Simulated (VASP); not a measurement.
# GaH (P-6m2) in VASP: a series of runs

The runs below take GaH through single point, with PBE.

All numbers are computed with VASP 6.6.1; they aren't measurements. Logs are shortened: lines on timing, memory, paths and dates and some standing lists are left out, and cuts for length are marked.

## (1) The cell of the first run

It takes space group P-6m2 (No. 187, hexagonal). Conventional cell: a = 3.125 Å, b = 3.125 Å, c = 2.756 Å, α = 90.00°, β = 90.00°, γ = 120.00°. Within 3.0 Å of Ga (site symmetry -6m2) lie 6 H at 2.27 Å and 2 Ga at 2.76 Å. H (site symmetry -6m2) has 6 Ga at 2.27 Å and 2 H at 2.76 Å within 3.0 Å.

The cell was generated, and may not be a known phase.

## (2) Single point, PBE

Contents of INCAR:

```
SYSTEM = GaH
PREC = Accurate
ENCUT = 500
EDIFF = 1E-6
ISMEAR = 0
SIGMA = 0.15
LREAL = .FALSE.
LASPH = .TRUE.
NELM = 120
ALGO = Normal
ISIF = 2
LWAVE = .FALSE.
LCHARG = .FALSE.
GGA = PE
NBANDS = 14
GGA_COMPAT = .FALSE.
```

Contents of KPOINTS:

```
regular mesh
0
G
  5 5 5
  0 0 0
```

Contents of POSCAR:

```
GaH
1.0
    3.1246374670     -0.0000000031      0.0000000000
   -1.5623187308      2.7060154256      0.0000000000
    0.0000000000      0.0000000000      2.7556417231
Ga H
1 1
Direct
    0.0000000000      0.0000000000      0.5000000000
    0.6666666667      0.3333333333      0.0000000000
```

Potentials or basis: VASP PAW PBE potentials, release 64 (Ga_d, H).

The run is started by

```
> cat potpaw_PBE.64/Ga_d/POTCAR potpaw_PBE.64/H/POTCAR > POTCAR
> mpirun -np 1 vasp_std > vasp.out
```

OUTCAR:

```text
SYSTEM = GaH
   PREC = Accurate
   ENCUT = 500
   EDIFF = 1E-6
   ISMEAR = 0
   LREAL = .FALSE.
   LASPH = .TRUE.
   NELM = 120
   ISIF = 2
   GGA = PE

 ion  position               nearest neighbor table
   1  0.000  0.000  0.500-
   2  0.667  0.333  0.000-

  LATTYP: Found a hexagonal cell.
 ALAT       =     3.1246374670
 C/A-ratio  =     0.8819076620

  Lattice vectors:

 A1 = (   3.1246374670,  -0.0000000031,   0.0000000000)
 A2 = (  -1.5623187308,   2.7060154256,   0.0000000000)
 A3 = (   0.0000000000,   0.0000000000,   2.7556417231)

Analysis of symmetry for initial positions (statically):
=====================================================================
 Subroutine PRICEL returns:
 Original cell was already a primitive cell.

 Routine SETGRP: Setting up the symmetry group for a
 hexagonal supercell.

 Subroutine GETGRP returns: Found 12 space group operations
 (whereof 12 operations were pure point group operations)
 out of a pool of 24 trial point group operations.

The static configuration has the point symmetry D_3h.

Analysis of symmetry for dynamics (positions and initial velocities):
=====================================================================
 Subroutine PRICEL returns:
 Original cell was already a primitive cell.

 Routine SETGRP: Setting up the symmetry group for a
 hexagonal supercell.

 Subroutine GETGRP returns: Found 12 space group operations
 (whereof 12 operations were pure point group operations)
 out of a pool of 24 trial point group operations.

The dynamic configuration has the point symmetry D_3h.

 Subroutine INISYM returns: Found 12 space group operations
 (whereof 12 operations are pure point group operations),
 and found     1 'primitive' translations

----------------------------------------------------------------------------------------

                                     Primitive cell

  volume of cell :      23.2998

  direct lattice vectors                    reciprocal lattice vectors
     3.124637467 -0.000000003  0.000000000     0.320037128  0.184773522  0.000000000
    -1.562318731  2.706015426  0.000000000     0.000000000  0.369547044  0.000000000
     0.000000000  0.000000000  2.755641723     0.000000000  0.000000000  0.362891878

  length of vectors
     3.124637467  3.124637467  2.755641723     0.369547044  0.369547044  0.362891878

  position of ions in fractional coordinates (direct lattice)
[... 78 lines left out ...]
   TEBEG  =    0.0;   TEEND  =   0.0 temperature during run
   PSTRESS=    0.0 pullay stress
   NELECT =      14.0000    total number of electrons
   NUPDOWN=      -1.0000    fix difference up-down
   EMIN   =  10.00;   EMAX   =-10.00  energy-range for DOS
   EFERMI =   0.00;   METHOD = LEGACY
   ISMEAR =     0;   SIGMA  =   0.15  broadening in eV -4-tet -1-fermi 0-gaus
   EFERMI_NEDOS =   21; number of points for ismear=-14 and -15
   IALGO  =     38    algorithm
   IMIX   =      4    mixing-type and parameters
     AMIX     =   0.40;   BMIX     =  1.00
     AMIX_MAG =   1.60;   BMIX_MAG =  1.00
  volume/ion in A,a.u.               =      11.65        78.62
  Fermi-wavevector in a.u.,A,eV,Ry     =   1.381444  2.610551 25.965189  1.908388
  Thomas-Fermi vector in A             =   2.506228
   LORBIT       =      0    0 simple, 1 ext, 2 COOP (PROOUT), +10 PAW based schemes
   GGA     = PE    functional components
   LHFCALC =     F    Hartree Fock is set to
   AEXX    =    0.0000 exact exchange contribution
   IVDW    =     0    specifies the selected vdW correction
   LEPSILON=     F    determine dielectric tensor
   LRPA    =     F    only Hartree local field effects (RPA)
 non-spin polarized calculation
 Gauss-broadening in eV      SIGMA  =   0.15
  energy-cutoff  :      500.00
  volume of cell :       23.30
 maximum number of plane-waves:       604
 NGX is ok and might be reduce to    24
   NGX = 11   NGY = 11   NGZ = 11

 number of electron      14.0000004 magnetization

 Free energy of the ion-electron system (eV)
  ---------------------------------------------------
  ext. energy  EPLUGINS =         0.00000000
  ---------------------------------------------------
  free energy    TOTEN  =        -5.30064875 eV

  energy without entropy =       -5.28938021  energy(sigma->0) =       -5.29501448

 E-fermi :   4.7087     XC(G=0): -10.6668

 val. band max:        4.5754359030   @ k =   0.4000   0.0000   0.4000
 cond. band min:       4.7482599326   @ k =   0.4000   0.2000   0.2000
 fundamental gap:      0.1728240296
 Fermi energy:         4.7086802789

 k-point     1 :       0.0000    0.0000    0.0000
  band No.  band energies     occupation
      1     -10.5058      2.00000
      2     -10.3033      2.00000
      3     -10.3033      2.00000
      4     -10.1210      2.00000
      5     -10.1210      2.00000
      6      -6.8605      2.00000
      7       8.8398      0.00000
      8      12.4134      0.00000
      9      12.4134      0.00000
     10      12.8599      0.00000
     11      15.8579      0.00000
     12      16.7919      0.00000
     13      16.7919      0.00000
     14      18.3354      0.00000
[... 224 lines left out ...]
      1     -10.3918      2.00000
      2     -10.3134      2.00000
      3     -10.2835      2.00000
      4     -10.1759      2.00000
      5     -10.0611      2.00000
      6       0.9410      2.00000
      7       2.6626      2.00000
      8       5.3257      0.00000
      9       6.2988      0.00000
     10       8.1086      0.00000
     11      11.9055      0.00000
     12      19.8009      0.00000
     13      23.4520      0.00000
     14      26.9792      0.00000

------------------------ aborting loop because EDIFF is reached ----------------------------------------

  FORCE on cell =-STRESS in cart. coord.  units (eV):
  Direction    XX          YY          ZZ          XY          YZ          ZX
  --------------------------------------------------------------------------------------
  -------------------------------------------------------------------------------------
  Total        0.0052014      0.0052014     -0.0233020      0.0000000      0.0000000      0.0000000
  in kB        0.3576694      0.3576694     -1.6023245      0.0000000      0.0000000      0.0000000
  external PRESSURE =      -0.2956619 kB  Pullay stress =       0.0000000 kB

 VOLUME and BASIS-vectors are now :
 -----------------------------------------------------------------------------
  energy-cutoff  :      500.00
  volume of cell :       23.30
      direct lattice vectors                 reciprocal lattice vectors
     3.124637467 -0.000000003  0.000000000     0.320037128  0.184773522  0.000000000
    -1.562318731  2.706015426  0.000000000     0.000000000  0.369547044  0.000000000
     0.000000000  0.000000000  2.755641723     0.000000000  0.000000000  0.362891878

 POSITION                                       TOTAL-FORCE (eV/Angst)
 -----------------------------------------------------------------------------------
      0.00000      0.00000      1.37782        -0.000000      0.000000      0.000000
      1.56232      0.90201      0.00000         0.000000     -0.000000      0.000000
 -----------------------------------------------------------------------------------
    total drift:                               -0.000000      0.000000     -0.000000

  FREE ENERGIE OF THE ION-ELECTRON SYSTEM (eV)
  ---------------------------------------------------
  free  energy   TOTEN  =        -5.3006487484 eV

  energy  without entropy=       -5.2893802098  energy(sigma->0) =       -5.29501448
```

stdout:

```text
POSCAR found type information on POSCAR GaH
 POSCAR found :  2 types and       2 ions
 scaLAPACK will be used
 LDA part: xc-table for (Slater+PW92), standard interpolation
 POSCAR, INCAR and KPOINTS ok, starting setup
 FFT: planning ... GRIDC
 FFT: planning ... GRID_SOFT
 FFT: planning ... GRID
 WAVECAR not read
 entering main loop
```

Wall time 4 s (1 thread of AMD EPYC 7R13 (Zen 3), shared host); peak memory 0.1 GiB.

Results:

```
Free energy            : -5.3006 eV
Pressure               : 0.0 GPa
Band gap on the k mesh : zero (bands 7 and 8 overlap by 4.83 eV)
```

Levels at points of the mesh, in eV from the Fermi level:
```tsv
k point	band 3	band 4	band 5	band 6	band 7	band 8	band 9	band 10	band 11	band 12
(0.00, 0.00, 0.00)	-15.01	-14.83	-14.83	-11.57	4.13	7.70	7.70	8.15	11.15	12.08
```

Caveat: the k points lie up to 0.46 Å⁻¹ apart, too coarse for converged energies and pressures of a metal.

## (3) Single point, PBE

This run uses another cell than the first one, of 13.27 Å³/atom.

Contents of INCAR:

```
PREC = Accurate
ENCUT = 500
EDIFF = 1E-6
ISMEAR = 0
SIGMA = 0.15
LREAL = F
LASPH = T
NELM = 120
ALGO = Normal
ISIF = 2
LWAVE = F
LCHARG = F
GGA = PE
NBANDS = 14
GGA_COMPAT = F
```

Contents of KPOINTS:

```
regular mesh
0
Gamma
  5 5 4
```

Contents of POSCAR:

```
GaH
1.0
    3.3830961740      0.0000000000      0.0000000000
   -1.6915480870      2.9298472301      0.0000000000
    0.0000000000      0.0000000000      2.6783862925
Ga H
1 1
Direct
    0.6666666667      0.3333333333      0.0000000000
    0.0000000000      0.0000000000      0.0000000000
```

Potentials or basis: VASP PAW PBE potentials, release 64 (Ga_d, H).

The run is started by

```
> cat potpaw_PBE.64/Ga_d/POTCAR potpaw_PBE.64/H/POTCAR > POTCAR
> mpirun -np 1 vasp_std > vasp.out
```

It took 5.7 s on 1 thread of AMD EPYC 7R13 (Zen 3), shared host; peak memory 0.11 GiB.

It converged, with:

```yaml
Free_energy: -5.5606 eV
Pressure: -0.3 GPa
Band_gap_on_the_k_mesh: zero (bands 7 and 8 overlap by 3.86 eV)
```

Stress tensor (GPa, compression positive):
```
-0.14  0.00  0.00
 0.00 -0.14  0.00
 0.00  0.00 -0.54
```

Levels at points of the mesh, in eV from the Fermi level:
| k point | band 3 | band 4 | band 5 | band 6 | band 7 | band 8 | band 9 | band 10 | band 11 | band 12 |
| --- | --- | --- | --- | --- | --- | --- | --- | --- | --- | --- |
| (0.00, 0.00, 0.00) | -14.80 | -14.55 | -14.55 | -10.70 | 3.06 | 5.73 | 5.73 | 10.39 | 10.46 | 10.46 |
| (0.00, 0.00, 0.50) | -14.73 | -14.73 | -14.58 | -7.15 | -3.08 | 6.46 | 9.11 | 9.11 | 12.68 | 14.17 |

Caveat: the k points lie up to 0.59 Å⁻¹ apart, too coarse for converged energies and pressures of a metal.

## (4) Single point, PBE

This run uses another cell than the first one, of 11.41 Å³/atom.

Contents of INCAR:

```
ALGO = Normal
EDIFF = 1E-6
ENCUT = 500
GGA = PE
GGA_COMPAT = F
ISIF = 2
ISMEAR = 0
LASPH = T
LCHARG = T
LELF = T
LREAL = F
LVHAR = T
LWAVE = F
NBANDS = 14
NELM = 120
PREC = Accurate
SIGMA = 0.15
```

Contents of KPOINTS:

```
k-points
0
Gamma
  6 6 4
```

Contents of POSCAR:

```
GaH
1.0
    2.8774275326      0.0000000030      0.0000000000
   -1.4387137689      2.4919253392      0.0000000000
    0.0000000000      0.0000000000      3.1827677527
Ga H
1 1
Direct
    0.0000000000      0.0000000000      0.0000000000
    0.3333333333      0.6666666667      0.5000000000
```

Potentials or basis: VASP PAW PBE potentials, release 64 (Ga_d, H).

The run is started by

```
> cat potpaw_PBE.64/Ga_d/POTCAR potpaw_PBE.64/H/POTCAR > POTCAR
> mpirun -np 1 vasp_std > vasp.out
```

OUTCAR:

```text
EDIFF = 1E-6
   ENCUT = 500
   GGA = PE
   ISIF = 2
   ISMEAR = 0
   LASPH = T
   LREAL = F
   NELM = 120
   PREC = Accurate

 ion  position               nearest neighbor table
   1  0.000  0.000  0.000-
   2  0.333  0.667  0.500-

  LATTYP: Found a hexagonal cell.
 ALAT       =     2.8774275326
 C/A-ratio  =     1.1061156942

  Lattice vectors:

 A1 = (   2.8774275326,   0.0000000030,   0.0000000000)
 A2 = (  -1.4387137689,   2.4919253392,   0.0000000000)
 A3 = (   0.0000000000,   0.0000000000,   3.1827677527)

Analysis of symmetry for initial positions (statically):
=====================================================================
 Subroutine PRICEL returns:
 Original cell was already a primitive cell.

 Routine SETGRP: Setting up the symmetry group for a
 hexagonal supercell.

 Subroutine GETGRP returns: Found 12 space group operations
 (whereof 12 operations were pure point group operations)
 out of a pool of 24 trial point group operations.

The static configuration has the point symmetry D_3h.

[... 167 lines left out ...]
      2     -10.2151      2.00000
      3     -10.2151      2.00000
      4     -10.0421      2.00000
      5     -10.0421      2.00000
      6      -6.8057      2.00000
      7       7.1959      0.00000
      8       8.2238      0.00000
      9      16.1470      0.00000
     10      16.1470      0.00000
     11      16.6255      0.00000
     12      20.0055      0.00000
     13      20.0055      0.00000
     14      21.4855      0.00000
[... 326 lines left out ...]
      1     -10.2522      2.00000
      2     -10.2144      2.00000
      3     -10.1268      2.00000
      4     -10.1189      2.00000
      5     -10.0235      2.00000
      6       2.5598      2.00000
      7       4.2268      2.00000
      8       4.9037      1.99997
      9       5.3621      0.87331
     10       5.9346      0.00000
     11       9.9073      0.00000
     12      27.3615      0.00000
     13      28.9109      0.00000
     14      29.2988      0.00000

------------------------ aborting loop because EDIFF is reached ----------------------------------------

  FORCE on cell =-STRESS in cart. coord.  units (eV):
  Direction    XX          YY          ZZ          XY          YZ          ZX
  --------------------------------------------------------------------------------------
  -------------------------------------------------------------------------------------
  Total        0.0062027      0.0062027     -0.0159295     -0.0000000      0.0000000      0.0000000
  in kB        0.4354607      0.4354607     -1.1183272     -0.0000000      0.0000000      0.0000000
  external PRESSURE =      -0.0824686 kB  Pullay stress =       0.0000000 kB

 VOLUME and BASIS-vectors are now :
 -----------------------------------------------------------------------------
  energy-cutoff  :      500.00
  volume of cell :       22.82
      direct lattice vectors                 reciprocal lattice vectors
     2.877427533  0.000000003  0.000000000     0.347532644  0.200648066  0.000000000
    -1.438713769  2.491925339  0.000000000    -0.000000000  0.401296132  0.000000000
     0.000000000  0.000000000  3.182767753     0.000000000  0.000000000  0.314191948

 POSITION                                       TOTAL-FORCE (eV/Angst)
 -----------------------------------------------------------------------------------
      0.00000      0.00000      0.00000         0.000000      0.000000      0.000000
     -0.00000      1.66128      1.59138        -0.000000     -0.000000      0.000000
 -----------------------------------------------------------------------------------
    total drift:                                0.000000     -0.000000      0.000000

  FREE ENERGIE OF THE ION-ELECTRON SYSTEM (eV)
  ---------------------------------------------------
  free  energy   TOTEN  =        -5.4462703940 eV

  energy  without entropy=       -5.4420131493  energy(sigma->0) =       -5.44414177
```

OSZICAR:

```text
N       E                     dE             d eps       ncg     rms          rms(c)
DAV:   1     0.500801161684E+02    0.50080E+02   -0.70982E+03   620   0.166E+03
DAV:   2    -0.257021028889E+01   -0.52650E+02   -0.49350E+02   630   0.267E+02
DAV:   3    -0.557661048585E+01   -0.30064E+01   -0.29970E+01   704   0.490E+01
DAV:   4    -0.560396129463E+01   -0.27351E-01   -0.27347E-01   738   0.487E+00
DAV:   5    -0.560425164471E+01   -0.29035E-03   -0.29035E-03   740   0.495E-01    0.190E+00
DAV:   6    -0.546777081623E+01    0.13648E+00   -0.15716E-01   776   0.519E+00    0.762E-01
DAV:   7    -0.544669230790E+01    0.21079E-01   -0.48198E-02   858   0.134E+00    0.201E-01
DAV:   8    -0.544624262289E+01    0.44969E-03   -0.40812E-03   726   0.742E-01    0.824E-02
DAV:   9    -0.544627187884E+01   -0.29256E-04   -0.29584E-04   720   0.159E-01    0.102E-02
DAV:  10    -0.544626760278E+01    0.42761E-05   -0.11804E-05   678   0.346E-02    0.631E-03
DAV:  11    -0.544627044257E+01   -0.28398E-05   -0.30634E-06   732   0.149E-02    0.669E-04
DAV:  12    -0.544627039396E+01    0.48609E-07   -0.33615E-08   450   0.166E-03
   1 F= -.54462704E+01 E0= -.54441418E+01  d E =-.425724E-02
```

stdout:

```text
POSCAR found type information on POSCAR GaH
 POSCAR found :  2 types and       2 ions
 scaLAPACK will be used
 LDA part: xc-table for (Slater+PW92), standard interpolation
 POSCAR, INCAR and KPOINTS ok, starting setup
 FFT: planning ... GRIDC
 FFT: planning ... GRID_SOFT
 FFT: planning ... GRID
 WAVECAR not read
 entering main loop
```

Wall time 5.8 s (1 thread of AMD EPYC 7R13 (Zen 3), shared host); peak memory 0.11 GiB.

What came out:

| Property | Result |
| --- | --- |
| Free energy | -5.4463 eV |
| Pressure | 0.0 GPa |
| Band gap on the k mesh | zero (bands 7 and 8 overlap by 4.30 eV) |

Caveat: the k points lie up to 0.49 Å⁻¹ apart, too coarse for converged energies and pressures of a metal.

## (5) The runs side by side

```tsv
cell	k mesh	gap on the mesh (eV)	pressure (GPa)
a = 3.125, b = 3.125, c = 2.756 Å, angles 90.0, 90.0, 120.0°, 2 atoms, atomic positions A	5 × 5 × 5	none	0.0
a = 3.383, b = 3.383, c = 2.678 Å, angles 90.0, 90.0, 120.0°, 2 atoms, atomic positions B	5 × 5 × 4	none	-0.3
a = 2.877, b = 2.877, c = 3.183 Å, angles 90.0, 90.0, 120.0°, 2 atoms, atomic positions A	6 × 6 × 4	none	0.0
```

Alike in all rows: task single point; level PBE; potentials or basis VASP PAW PBE potentials, release 64 (Ga_d, H); no spin polarisation; cutoff (eV) 500; smearing gaussian 0.15 eV.

Caveats: all runs use coarse meshes.

Total energies depend on the potentials used, so only differences within one code and one set of settings carry meaning.

The gap in the log of VASP goes by the Fermi energy; the results here count the filled bands.